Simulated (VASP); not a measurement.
## BeCl: single point with PBEsol

The system is BeCl.

```
Be Cl
1.0
     2.89285    0.00000    0.00000
     0.00000    2.89285    0.00000
     0.00000    0.00000    7.71793
Be Cl
2 2
Direct
  0.00000 0.50000 0.12870
  0.50000 0.00000 0.87130
  0.00000 0.50000 0.71072
  0.50000 0.00000 0.28928
```

| Property | Result |
| --- | --- |
| Program | VASP 6.6.1 |
| Task | single point |
| Functional | PBEsol |
| Potentials or basis | VASP PAW PBE potentials, release 64 (Be, Cl) |
| Cutoff | 520 eV |
| k mesh | 14 × 14 × 6 |
| Occupations | gaussian, width 0.1 eV |
| Spin | no spin polarisation |

```json
{"Pressure": "0.0 GPa", "Largest force": "0.015 eV/Å", "Band gap on the k mesh": "zero (bands 9 and 10 overlap by 1.26 eV)"}
```

Forces on the atoms (eV/Å):
```
Be   0.000  0.000 -0.010
Be   0.000  0.000  0.010
Cl   0.000  0.000 -0.015
Cl   0.000  0.000  0.015
```

Levels at points of the mesh, in eV from the Fermi level:
```tsv
k point	band 5	band 6	band 7	band 8	band 9	band 10	band 11	band 12	band 13	band 14
(0.00, 0.00, 0.00)	-3.05	-3.05	-2.95	-2.90	-2.90	3.10	3.14	6.21	6.21	6.31
(0.50, 0.00, 0.00)	-5.62	-5.62	-2.03	-2.03	-0.47	-0.47	3.52	3.52	6.63	6.63
(0.50, 0.50, 0.00)	-6.92	-6.92	-3.92	-3.92	0.11	0.11	0.59	0.59	3.64	3.64
(0.00, 0.00, 0.50)	-2.98	-2.98	-2.97	-2.97	-2.10	2.47	3.30	5.86	6.30	6.30
(0.50, 0.00, 0.50)	-5.51	-5.51	-2.03	-2.03	-0.85	-0.85	4.43	4.43	6.32	6.32
(0.50, 0.50, 0.50)	-7.06	-7.06	-3.92	-3.92	0.17	0.17	0.84	0.84	3.45	3.45
```

Wall time 110 s on 1 thread of Intel(R) Xeon(R) Platinum 8488C (Sapphire Rapids), with other jobs on the host, peak memory 0.26 GiB.

Caveat: the PAW data sets were made with another functional, which shifts forces and pressure a little; this functional lacks dispersion, which binds the layers, so the pressure and a relaxed spacing across them are unreliable.
